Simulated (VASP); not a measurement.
# YSi2Ir2: single point with LDA

Crystal: YSi2Ir2.

```
Y Si Ir
1.0
     4.12559    0.00000    0.00000
     0.00000    4.12559    0.00000
     0.00000    0.00000    9.84791
Y Si Ir
2 4 4
Direct
  0.50000 0.00000 0.25200
  0.00000 0.50000 0.74800
  0.00000 0.00000 0.50000
  0.50000 0.50000 0.50000
  0.50000 0.00000 0.86700
  0.00000 0.50000 0.13300
  0.00000 0.00000 0.00000
  0.50000 0.50000 0.00000
  0.50000 0.00000 0.62600
  0.00000 0.50000 0.37400
```

```
Program                : VASP 6.6.1
Task                   : single point
Functional             : LDA
Potentials or basis    : VASP PAW LDA potentials, release 64 (Y_sv, Si, Ir)
Cutoff                 : 520 eV
k mesh                 : 7 × 7 × 3
Occupations            : methfessel-paxton, width 0.1 eV
Spin                   : no spin polarisation
Dipole correction      : no
Further INCAR settings : ALGO = Normal; EDIFF = 1e-06; NBANDS = 48
```

```
Pressure               : -7.3 GPa
Largest force          : 0.246 eV/Å
Band gap on the k mesh : zero (band 37 reaches 8.44 eV, above the bottom of band 38 at 6.71 eV)
```

Forces in eV/Å, atoms in the order of the input:
```
Y    0.000  0.000  0.104
Y    0.000  0.000 -0.104
Si   0.000  0.000  0.000
Si   0.000  0.000  0.000
Si   0.000  0.000  0.246
Si   0.000  0.000 -0.246
Ir   0.000  0.000  0.000
Ir   0.000  0.000  0.000
Ir   0.000  0.000  0.237
Ir   0.000  0.000 -0.237
```

Stress tensor (GPa, compression positive):
```
-6.96  0.00  0.00
 0.00 -6.96  0.00
 0.00  0.00 -8.13
```

Levels at points of the mesh, in eV from the Fermi level:
```
           k point  band 34  band 35  band 36  band 37  band 38  band 39
(0.00, 0.00, 0.00)    -0.65     0.01     0.01     0.67     0.93     1.71
```

Run time: 4 min on 1 thread of Intel Xeon 6975P-C (shared host), peak memory 0.33 GiB.

Caveat: spin-orbit coupling is left out, which moves the levels of the heavy elements.
